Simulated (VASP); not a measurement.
# H14CO8 in VASP: notebook

The runs below take H14CO8 through single point, molecular dynamics, with PBE+D3(BJ).

All numbers are computed with VASP 6.6.1; they aren't measurements. Logs are shortened: lines on timing, memory, paths and dates and some standing lists are left out, and cuts for length are marked.

## (1) The cell of the first run

The cell holds an amorphous packing of atoms, 23 atoms: a = 6.442 Å, b = 6.442 Å, c = 6.442 Å, α = 90.00°, β = 90.00°, γ = 90.00°.

## (2) Single point, PBE+D3(BJ)

The input, INCAR:

```
SYSTEM = H14CO8
PREC = Accurate
ENCUT = 520
EDIFF = 1E-6
ISMEAR = -1
SIGMA = 0.05
LREAL = Auto
LASPH = .True.
NELM = 60
ALGO = Normal
ISIF = 2
LWAVE = .False.
LCHARG = .True.
GGA = PE
IVDW = 12
LELF = .True.
LVHAR = .True.
NBANDS = 50
```

The input, KPOINTS:

```
regular mesh
0
Gamma
  1 1 1
  0 0 0
```

The input, POSCAR:

```
H14CO8
1.0
    6.4416880000      0.0000000000      0.0000000000
    0.0000000000      6.4416880000      0.0000000000
    0.0000000000      0.0000000000      6.4416880000
O H C
8 14 1
Direct
    0.5803913508      0.1501780279      0.6972240816
    0.1198598877      0.9857043682      0.3321644886
    0.2747261277      0.4906167452      0.2887131448
    0.8858702874      0.5912891155      0.4492766492
    0.3849922567      0.7497413721      1.0069720856
    0.2328737437      0.1724082259      0.9815439680
    0.7493067035      0.6576537082      1.0245295953
    0.9090784900      0.9206903532      0.8452753378
    0.6980157996      0.0748095841      0.7780258839
    0.6443497419      0.2786070980      0.6360289415
    0.2116991695      1.0515877205      0.2220225506
    0.1583591133      1.0492901861      0.4622856618
    0.1292984075      0.5067771056      0.3606663347
    0.2489875325      0.3770440295      0.1966410047
    0.9272724789      0.7390143701      0.4714913234
    0.8070865897      0.5836513659      0.3127130653
    0.3110054383      0.8858858113      1.0085555215
    0.3420221532      0.6593768590      1.1387853618
    0.1141470993      0.1313941315      0.8900927831
    0.3298514302      0.2111868815      0.8641368536
    0.5653487098      0.7479561258      1.0067392274
    1.0476912263      0.6523755885      0.9324729791
    0.9013786449      0.7457827824      0.9228171250
```

Potentials or basis: VASP PAW PBE potentials, release 64 (O, H, C).

On the command line:

```
$ cat potpaw_PBE.64/O/POTCAR potpaw_PBE.64/H/POTCAR potpaw_PBE.64/C/POTCAR > POTCAR
$ mpirun -np 1 vasp_gam > vasp.out
```

OUTCAR:

```text
SYSTEM = H14CO8
   PREC = Accurate
   ENCUT = 520
   EDIFF = 1E-6
   ISMEAR = -1
   LREAL = Auto
   LASPH = .True.
   NELM = 60
   ISIF = 2
   GGA = PE
   IVDW = 12
 IVDW          = 12

 ion  position               nearest neighbor table
   1  0.580  0.150  0.697-  10 1.00   9 1.04
   2  0.120  0.986  0.332-  12 0.97  11 1.02
   3  0.275  0.491  0.289-  14 0.96  13 1.05
   4  0.886  0.591  0.449-  15 1.00  16 1.02
   5  0.385  0.750  0.007-  17 1.00  18 1.07  21 1.16
   6  0.233  0.172  0.982-  19 1.00  20 1.01
   7  0.749  0.658  0.025-  23 1.31  21 1.33
   8  0.909  0.921  0.845-  23 1.23
   9  0.698  0.075  0.778-   1 1.04
  10  0.644  0.279  0.636-   1 1.00
  11  0.212  0.052  0.222-   2 1.02
  12  0.158  0.049  0.462-   2 0.97
  13  0.129  0.507  0.361-   3 1.05
  14  0.249  0.377  0.197-   3 0.96
  15  0.927  0.739  0.471-   4 1.00
  16  0.807  0.584  0.313-   4 1.02
  17  0.311  0.886  0.009-   5 1.00
  18  0.342  0.659  0.139-   5 1.07
  19  0.114  0.131  0.890-   6 1.00
  20  0.330  0.211  0.864-   6 1.01
  21  0.565  0.748  0.007-   5 1.16   7 1.33
  22  0.048  0.652  0.932-  23 1.12
  23  0.901  0.746  0.923-  22 1.12   8 1.23   7 1.31

  LATTYP: Found a simple cubic cell.
 ALAT       =     6.4416880000

  Lattice vectors:

 A1 = (   6.4416880000,   0.0000000000,   0.0000000000)
 A2 = (   0.0000000000,   6.4416880000,   0.0000000000)
 A3 = (   0.0000000000,   0.0000000000,   6.4416880000)

Analysis of symmetry for initial positions (statically):
=====================================================================
 Subroutine PRICEL returns:
 Original cell was already a primitive cell.

 Routine SETGRP: Setting up the symmetry group for a
 simple cubic supercell.

 Subroutine GETGRP returns: Found  1 space group operations
 (whereof  1 operations were pure point group operations)
 out of a pool of 48 trial point group operations.

The static configuration has the point symmetry C_1 .

Analysis of symmetry for dynamics (positions and initial velocities):
=====================================================================
 Subroutine PRICEL returns:
 Original cell was already a primitive cell.

 Routine SETGRP: Setting up the symmetry group for a
 simple cubic supercell.

 Subroutine GETGRP returns: Found  1 space group operations
 (whereof  1 operations were pure point group operations)
 out of a pool of 48 trial point group operations.

The dynamic configuration has the point symmetry C_1 .

 Subroutine INISYM returns: Found  1 space group operations
 (whereof  1 operations are pure point group operations),
 and found     1 'primitive' translations

----------------------------------------------------------------------------------------

                                     Primitive cell

  volume of cell :     267.3001

  direct lattice vectors                    reciprocal lattice vectors
     6.441688000  0.000000000  0.000000000     0.155238813  0.000000000  0.000000000
     0.000000000  6.441688000  0.000000000     0.000000000  0.155238813  0.000000000
     0.000000000  0.000000000  6.441688000     0.000000000  0.000000000  0.155238813

  length of vectors
     6.441688000  6.441688000  6.441688000     0.155238813  0.155238813  0.155238813

  position of ions in fractional coordinates (direct lattice)
     0.580391351  0.150178028  0.697224082
     0.119859888  0.985704368  0.332164489
     0.274726128  0.490616745  0.288713145
     0.885870287  0.591289115  0.449276649
     0.384992257  0.749741372  0.006972086
     0.232873744  0.172408226  0.981543968
[... 15 lines left out ...]
     0.047691226  0.652375588  0.932472979
     0.901378645  0.745782782  0.922817125

  ion indices of the primitive-cell ions
   primitive index   ion index
                 1           1
                 2           2
                 3           3
                 4           4
                 5           5
                 6           6
[... 15 lines left out ...]
                22          22
                23          23

----------------------------------------------------------------------------------------

 KPOINTS: regular mesh

Automatic generation of k-mesh.
 Grid dimensions read from file:
 generate k-points for:    1    1    1

 Generating k-lattice:

  Cartesian coordinates                     Fractional coordinates (reciprocal lattice)
     0.155238813  0.000000000  0.000000000     1.000000000  0.000000000  0.000000000
     0.000000000  0.155238813  0.000000000     0.000000000  1.000000000  0.000000000
     0.000000000  0.000000000  0.155238813     0.000000000  0.000000000  1.000000000

  Length of vectors
     0.155238813  0.155238813  0.155238813

  Shift w.r.t. Gamma in fractional coordinates (k-lattice)
     0.000000000  0.000000000  0.000000000

 Subroutine IBZKPT returns following result:
 ===========================================

 Found      1 irreducible k-points:

 Following reciprocal coordinates:
            Coordinates               Weight
  0.000000  0.000000  0.000000      1.000000
   k-points           NKPTS =      1   k-points in BZ     NKDIM =      1   number of bands    NBANDS=     50
   number of dos      NEDOS =    301   number of ions     NIONS =     23
   total plane-waves  NPLWV = 110592
   dimension x,y,z NGX =    48 NGY =   48 NGZ =   48
   dimension x,y,z NGXF=    96 NGYF=   96 NGZF=   96
   ions per type =               8  14   1
   NGX,Y,Z   is equivalent  to a cutoff of  12.39, 12.39, 12.39 a.u.
   NGXF,Y,Z  is equivalent  to a cutoff of  24.78, 24.78, 24.78 a.u.
 SYSTEM =  H14CO8
   PREC   = accura    normal or accurate (medium, high low for compatibility)
   ISTART =      0    job   : 0-new  1-cont  2-samecut
   ICHARG =      2    charge: 1-file 2-atom 10-const
   ISPIN  =      1    spin polarized calculation?
   LNONCOLLINEAR =      F non collinear calculations
   LSORBIT =      F    spin-orbit coupling
   LASPH  =      T    aspherical Exc in radial PAW
   ENCUT  =  520.0 eV  38.22 Ry    6.18 a.u.  11.98 11.98 11.98*2*pi/ulx,y,z
   NELM   =     60;   NELMIN=  2; NELMDL= -5     # of ELM steps
   EDIFF  = 0.1E-05   stopping-criterion for ELM
   LREAL  =      T    real-space projection
   EDIFFG = 0.1E-04   stopping-criterion for IOM
   NSW    =      0    number of steps for IOM
   IBRION =     -1    ionic relax: 0-MD 1-quasi-New 2-CG
   NFREE  =      0    steps in history (QN), initial steepest desc. (CG)
   ISIF   =      2    stress and relaxation
   ISYM   =      2    0-nonsym 1-usesym 2-fastsym
   POTIM  = 0.5000    time-step for ionic-motion
   TEBEG  =    0.0;   TEEND  =   0.0 temperature during run
   PSTRESS=    0.0 pullay stress
   NELECT =      66.0000    total number of electrons
   NUPDOWN=      -1.0000    fix difference up-down
   EMIN   =  10.00;   EMAX   =-10.00  energy-range for DOS
   EFERMI =   0.00;   METHOD = LEGACY
   ISMEAR =    -1;   SIGMA  =   0.05  broadening in eV -4-tet -1-fermi 0-gaus
   EFERMI_NEDOS =   21; number of points for ismear=-14 and -15
   IALGO  =     38    algorithm
   IMIX   =      4    mixing-type and parameters
     AMIX     =   0.40;   BMIX     =  1.00
     AMIX_MAG =   1.60;   BMIX_MAG =  1.00
  volume/ion in A,a.u.               =      11.62        78.43
  Fermi-wavevector in a.u.,A,eV,Ry     =   1.027046  1.940835 14.351738  1.054823
  Thomas-Fermi vector in A             =   2.160970
   LORBIT       =      0    0 simple, 1 ext, 2 COOP (PROOUT), +10 PAW based schemes
   GGA     = PE    functional components
   LHFCALC =     F    Hartree Fock is set to
   AEXX    =    0.0000 exact exchange contribution
   IVDW    =    12    specifies the selected vdW correction
   LEPSILON=     F    determine dielectric tensor
   LRPA    =     F    only Hartree local field effects (RPA)
 non-spin polarized calculation
  energy-cutoff  :      520.00
  volume of cell :      267.30
 maximum number of plane-waves:      3562
 NGX is ok and might be reduce to    48
   NGX = 23   NGY = 23   NGZ = 23

 number of electron      65.9999992 magnetization

 Free energy of the ion-electron system (eV)
  ---------------------------------------------------
  ext. energy  EPLUGINS =         0.00000000
  ---------------------------------------------------
  free energy    TOTEN  =      -117.50105904 eV

  energy without entropy =     -117.50105904  energy(sigma->0) =     -117.50105904

 E-fermi :  -2.6112     XC(G=0):  -6.4501

 val. band max:       -3.8732585217   @ k =   0.0000   0.0000   0.0000
 cond. band min:       1.0539545537   @ k =   0.0000   0.0000   0.0000
 fundamental gap:      4.9272130755
 Fermi energy:        -2.6111985636

 k-point     1 :       0.0000    0.0000    0.0000
  band No.  band energies     occupation
      1     -24.1798      2.00000
      2     -23.3839      2.00000
      3     -22.9777      2.00000
      4     -22.2747      2.00000
      5     -21.9757      2.00000
      6     -21.8868      2.00000
[... 37 lines left out ...]
     44       6.4766      0.00000
     45       6.6674      0.00000
 [bands above 45 left out]

------------------------ aborting loop because EDIFF is reached ----------------------------------------

 Edisp (eV)   -0.77982

 E8    (eV) :    -0.1672

  FORCE on cell =-STRESS in cart. coord.  units (eV):
  Direction    XX          YY          ZZ          XY          YZ          ZX
  --------------------------------------------------------------------------------------
  -------------------------------------------------------------------------------------
  Total      -5.34960    -2.39663    -4.52707    -0.72425     2.35893     1.16145
  in kB     -32.06514   -14.36523   -27.13495    -4.34108    14.13923     6.96163
  external pressure =      -24.52 kB  Pullay stress =        0.00 kB

 VOLUME and BASIS-vectors are now :
 -----------------------------------------------------------------------------
  energy-cutoff  :      520.00
  volume of cell :      267.30
      direct lattice vectors                 reciprocal lattice vectors
     6.441688000  0.000000000  0.000000000     0.155238813  0.000000000  0.000000000
     0.000000000  6.441688000  0.000000000     0.000000000  0.155238813  0.000000000
     0.000000000  0.000000000  6.441688000     0.000000000  0.000000000  0.155238813

 POSITION                                       TOTAL-FORCE (eV/Angst)
 -----------------------------------------------------------------------------------
      3.73870      0.96740      4.49130         1.145778      0.556454      0.399214
      0.77210      6.34960      2.13970         0.544181      0.245169     -0.859285
      1.76970      3.16040      1.85980        -1.248817      0.902973      1.295215
      5.70650      3.80890      2.89410        -0.121078      0.166548     -0.743374
      2.48000      4.82960      0.04491        -0.179867     -0.000251      0.416483
      1.50010      1.11060      6.32280         0.027809      0.220857     -2.260593
[... 15 lines left out ...]
      0.30721      4.20240      6.00670        -0.031218      0.006329     -0.248595
      5.80640      4.80410      5.94450        -0.048341     -1.440399      2.066123
 -----------------------------------------------------------------------------------
    total drift:                                0.002918      0.008200      0.006264

  FREE ENERGIE OF THE ION-ELECTRON SYSTEM (eV)
  ---------------------------------------------------
  free  energy   TOTEN  =      -118.2808748533 eV

  energy  without entropy=     -118.2808748533  energy(sigma->0) =     -118.28087485
```

It took 34 s on 1 thread of Intel Xeon Platinum 8259CL at 2.50GHz (Skylake/Cascade Lake), shared host; peak memory 0.3 GiB.

Results:

* Free energy: -118.2809 eV
* Pressure: -2.5 GPa
* Largest force: 2.519 eV/Å
* Band gap on the k mesh: 4.93 eV
* Dispersion energy per atom: -0.034 eV

Forces on the atoms (eV/Å):
```
O    1.146  0.556  0.399
O    0.544  0.245 -0.859
O   -1.249  0.903  1.295
O   -0.121  0.167 -0.743
O   -0.180  0.000  0.416
O    0.028  0.221 -2.261
O    0.084  1.139 -1.095
O   -0.437  0.923 -0.834
H   -1.079  0.762 -1.007
H   -0.431 -1.124  0.586
H   -1.076 -0.434  1.238
H    0.266  0.130  0.181
H    1.284  0.391 -0.575
H   -0.016 -0.986 -0.960
H   -0.432 -0.824 -0.560
H    0.811  0.523  1.133
H    0.589 -0.266 -0.096
H   -0.264  0.110 -0.310
H   -0.168 -0.198  1.103
H    0.617 -0.258  0.986
H    0.163 -0.547  0.148
H   -0.031  0.006 -0.249
C   -0.048 -1.440  2.066
```

Caveat: the k points lie up to 0.98 Å⁻¹ apart.

## (3) Molecular dynamics, PBE+D3(BJ)

The input, INCAR:

```
SYSTEM = H14CO8
PREC     = Accurate       ! precision mode
ENCUT    = 520            ! plane-wave cutoff, eV
EDIFF    = 1E-5           ! SCF threshold, eV
ISMEAR   = -1             ! smearing method
SIGMA    = 0.05           ! smearing width, eV
LREAL    = Auto         
LASPH    = .TRUE.         ! aspherical terms in the spheres
NELM     = 60             ! most SCF steps
ALGO     = Normal         ! electronic algorithm
ISIF     = 2              ! what is computed and relaxed
LWAVE    = .FALSE.        ! write WAVECAR
LCHARG   = .FALSE.        ! write CHGCAR
GGA      = PE             ! functional
IVDW     = 12             ! dispersion correction
IBRION   = 0              ! ionic algorithm
NSW      = 40             ! ionic steps
POTIM    = 0.5            ! step
TEBEG    = 350.0        
TEEND    = 350.0        
ISYM     = 0            
NELMIN   = 4            
RANDOM_SEED= 327543 0 0   
MDALGO   = 3            
LANGEVIN_GAMMA= 20 20 20
```

The input, KPOINTS:

```
Automatic mesh
0
G
  1 1 1
  0 0 0
```

The input, POSCAR:

```
H14CO8
1.0
    6.4416880000      0.0000000000      0.0000000000
    0.0000000000      6.4416880000      0.0000000000
    0.0000000000      0.0000000000      6.4416880000
O H C
8 14 1
Direct
    0.5516484700      0.1146675200      0.6545251300
    0.0308563500      1.0255998600      0.3461460500
    0.2709645500      0.5032874700      0.2485382300
    0.8379969900      0.6299789800      0.4079285000
    0.4501920800      0.7252008500      0.9440324700
    0.2469279500      0.1760091900      0.9553847200
    0.8290981000      0.6048084600      0.9378606700
    0.9276872500      0.8996240900      0.7754157200
    0.6760116200      0.0288008800      0.6855537700
    0.6114734000      0.2319409500      0.5775695400
    0.1377666000      1.0561467700      0.2432422700
    0.1075298500      1.0044696300      0.4757893300
    0.1365972600      0.5398154500      0.3148781400
    0.2386066400      0.3874884400      0.1541561800
    0.8764537800      0.7750240900      0.3757064200
    0.7796354900      0.5866201700      0.2731457600
    0.4281414900      0.8752139800      0.9512364500
    0.3867342400      0.6653007800      1.0736595800
    0.1261770500      0.1268600900      0.8769999000
    0.3585394400      0.1846462400      0.8503562300
    0.6800677300      0.6658578400      0.9269112800
    1.1291432900      0.6744209100      0.8770059200
    0.9667700800      0.7314850600      0.8586067300
```

Potentials or basis: VASP PAW PBE potentials, release 64 (O, H, C).

On the command line:

```
$ cat potpaw_PBE.64/O/POTCAR potpaw_PBE.64/H/POTCAR potpaw_PBE.64/C/POTCAR > POTCAR
$ mpirun -np 1 vasp_gam > vasp.out
```

OUTCAR:

```text
SYSTEM = H14CO8
   PREC = Accurate
   ENCUT = 520
   EDIFF = 1E-5
   ISMEAR = -1
   LREAL = Auto
   LASPH = .TRUE.
   NELM = 60
   ISIF = 2
   GGA = PE
   IVDW = 12
   IBRION = 0
   NSW = 40
   POTIM = 0.5
   TEBEG = 350.0
   ISYM = 0
   NELMIN = 4
 IVDW          = 12

 ion  position               nearest neighbor table
   1  0.552  0.115  0.655-  10 0.98   9 0.99
   2  0.031  0.026  0.346-  11 0.98  12 0.98
   3  0.271  0.503  0.249-  14 0.98  13 0.99
   4  0.838  0.630  0.408-  16 0.99  15 0.99
   5  0.450  0.725  0.944-  17 0.98  18 1.01
   6  0.247  0.176  0.955-  19 0.98  20 0.99
   7  0.829  0.605  0.938-  21 1.04  23 1.31
   8  0.928  0.900  0.775-  23 1.23
   9  0.676  0.029  0.686-   1 0.99
  10  0.611  0.232  0.578-   1 0.98
  11  0.138  0.056  0.243-   2 0.98
  12  0.108  0.004  0.476-   2 0.98
[... 389 lines left out ...]
--------------------------------------- Ionic step       38  -------------------------------------------

 number of electron      66.0000008 magnetization

------------------------ aborting loop because EDIFF is reached ----------------------------------------
[... 137 lines left out ...]
--------------------------------------- Ionic step       40  -------------------------------------------

 number of electron      66.0000007 magnetization

 Free energy of the ion-electron system (eV)
  ---------------------------------------------------
  ext. energy  EPLUGINS =         0.00000000
  ---------------------------------------------------
  free energy    TOTEN  =      -117.61921198 eV

  energy without entropy =     -117.61921198  energy(sigma->0) =     -117.61921198

 E-fermi :  -2.4269     XC(G=0):  -6.4625

 val. band max:       -3.6806021533   @ k =   0.0000   0.0000   0.0000
 cond. band min:       0.9766183817   @ k =   0.0000   0.0000   0.0000
 fundamental gap:      4.6572205349
 Fermi energy:        -2.4269321630

 k-point     1 :       0.0000    0.0000    0.0000
  band No.  band energies     occupation
      1     -24.6850      2.00000
      2     -22.8195      2.00000
      3     -22.7746      2.00000
      4     -22.5188      2.00000
      5     -22.2161      2.00000
      6     -22.0909      2.00000
[... 97 lines left out ...]
  ENERGY OF THE ELECTRON-ION-THERMOSTAT SYSTEM (eV)
  ---------------------------------------------------
% ion-electron   TOTEN  =      -118.388175  see above
  kinetic energy EKIN   =         0.780000
  kin. lattice  EKIN_LAT=         0.000000  (temperature  262.36 K)
  nose potential ES     =         0.000000
  nose kinetic   EPS    =         0.000000
  ---------------------------------------------------
  total energy   ETOTAL =      -117.608175 eV
```

CONTCAR:

```text
H14CO8
   1.00000000000000
     6.4416880000000001    0.0000000000000000    0.0000000000000000
     0.0000000000000000    6.4416880000000001    0.0000000000000000
     0.0000000000000000    0.0000000000000000    6.4416880000000001
  O               H               C
     8    14     1
Direct
     0.5684048627140003    0.1365837333891338    0.6680036440713066
     0.0220442306714268    0.0184596864568245    0.3487382355885599
     0.2565765723277317    0.5015502373277947    0.2409959044253681
     0.8276505240285673    0.6423795903539715    0.3977000602091418
     0.4634324932099352    0.7241989838264171    0.9536549839771860
     0.2377997884225599    0.1653080347366374    0.9526006755985683
[... 15 lines left out ...]
     0.1091036324563406    0.6765189865251224    0.9204377585731986
     0.9575323325714146    0.7413302926141603    0.8834502257286668

  0.29032198E-02  0.93021140E-02  0.38652669E-02
  0.33581037E-02  0.20781229E-02  0.20570901E-02
 -0.65378059E-02 -0.47925717E-02  0.20807885E-02
 -0.55553463E-02  0.25039353E-02 -0.61190471E-02
 -0.36834697E-03 -0.26991783E-02  0.44384470E-02
 -0.20128427E-02 -0.72599551E-02 -0.25940528E-02
[... 15 lines left out ...]
  0.62983914E-02 -0.16463048E-01  0.60446650E-02
  0.22703518E-03  0.16824014E-02  0.96915631E-02

           1
  0.500000000000000
  0.10000000E+01  0.00000000E+00  0.00000000E+00  0.00000000E+00
  0.56863021E+00  0.13730576E+00  0.66830366E+00
  0.22304885E-01  0.18620989E-01  0.34889791E+00
  0.25606911E+00  0.50117824E+00  0.24115741E+00
  0.82721932E+00  0.64257394E+00  0.39722510E+00
  0.46340390E+00  0.72398948E+00  0.95399949E+00
  0.23764355E+00  0.16474452E+00  0.95239933E+00
[... 61 lines left out ...]
  0.00000000E+00  0.00000000E+00  0.00000000E+00
  0.00000000E+00  0.00000000E+00  0.00000000E+00
```

Wall time 8.1 min (1 thread of Intel Xeon Platinum 8259CL at 2.50GHz (Skylake/Cascade Lake), shared host); peak memory 0.35 GiB.

What came out:

| Item | Value |
| --- | --- |
| Dispersion energy per atom | -0.033 eV |

Caveat: the k points lie up to 0.98 Å⁻¹ apart.
